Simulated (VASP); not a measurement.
Crystal: MgO.

```
CELL_PARAMETERS angstrom
0.00000 2.12450 2.12450
2.12450 0.00000 2.12450
2.12450 2.12450 0.00000
ATOMIC_POSITIONS crystal
Mg 0.00000 0.00000 0.00000
O 0.50000 0.50000 0.50000
```

| Quantity | Value |
| --- | --- |
| Program | VASP 6.6.1 |
| Task | relaxation of cell and atoms |
| Functional | r2SCAN |
| Potentials or basis | VASP PAW PBE potentials, release 64 (Mg_sv, O) |
| Cutoff | 750 eV |
| k mesh | 8 × 8 × 8 |
| Occupations | gaussian, width 0.02 eV |
| Spin | no spin polarisation |

At the start: pressure -4.9 GPa; volume 9.59 Å³/atom.

Problem. How do energy, volume and symmetry change on relaxing?

Solution. Over 4 steps the energy falls by 4.4 meV/atom and the volume is 9.29 Å³/atom (-3.1 %); space group Fm-3m (No. 225, to 0.1 Å) before and after.

Step by step:
```
step  energy change (eV)  largest force (eV/Å)  pressure (GPa)  volume (Å³)
   1              0.0000                0.0000           -4.89        19.18
   2             -0.0073                0.0000            1.86        18.38
   3             -0.0087                0.0000           -0.15        18.60
   4             -0.0087                0.0000            0.00        18.59
```

Final structure:
```yaml
crystal:
  lattice:
    - [0.00000, 2.10248, 2.10248]
    - [2.10248, 0.00000, 2.10248]
    - [2.10248, 2.10248, 0.00000]
  atoms:
    - { symbol: Mg, position: [0.00000, 0.00000, 0.00000] }
    - { symbol: O, position: [0.50000, 0.50000, 0.50000] }
```

Caveat: the PAW data sets were made with another functional, which shifts forces and pressure a little.
